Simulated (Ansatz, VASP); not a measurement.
# One calculation of Ge, two programs

```xyz
8
Lattice="4.6849 2.7048 2.0290 -4.6849 2.7048 2.0290 0.0000 -5.4097 2.0290" Properties=species:S:1:pos:R:3 pbc="T T T"
Ge    0.0000    0.0000    4.3585
Ge    0.0000    0.0000    1.7285
Ge   -3.2626   -0.8392    2.6105
Ge    2.3581   -2.4059    2.6105
Ge    0.9045    3.2452    2.6105
Ge    3.2626    0.8392    3.4765
Ge   -2.3581    2.4059    3.4765
Ge   -0.9045   -3.2452    3.4765
```

Alike in both runs: task single point; functional LDA; k mesh 9 × 9 × 9; occupations gaussian, width 0.15 eV; no spin polarisation.

|  | VASP | Ansatz |
| --- | --- | --- |
| version | VASP 6.6.1 | Ansatz 0.2.0 |
| potentials or method | VASP PAW LDA potentials, release 64 (Ge_d), cutoff 520 eV | scalar-relativistic, plane waves, PAW |
| valence electrons in the cell | 112 | 112 |

```csv
,VASP,Ansatz,Ansatz less VASP
gap on the k mesh at the Fermi level (eV),none,none,-
pressure (GPa),4.0,3.8,-0.17
"traceless stress, the component that is largest in VASP (GPa)",-9.14,-9.07,+0.074
rms of the force components (eV/Å),0.399,0.393,-0.0059
```

Ansatz warns that its potentials were made for another functional, while VASP's fit it. LDA's correlation is that of Perdew and Zunger in VASP and of Perdew and Wang (1992) in Ansatz. Atom by atom the forces differ by 0.008 eV/Å (rms over components). A gap of «none» marks a metal or a gap that the smearing closes.
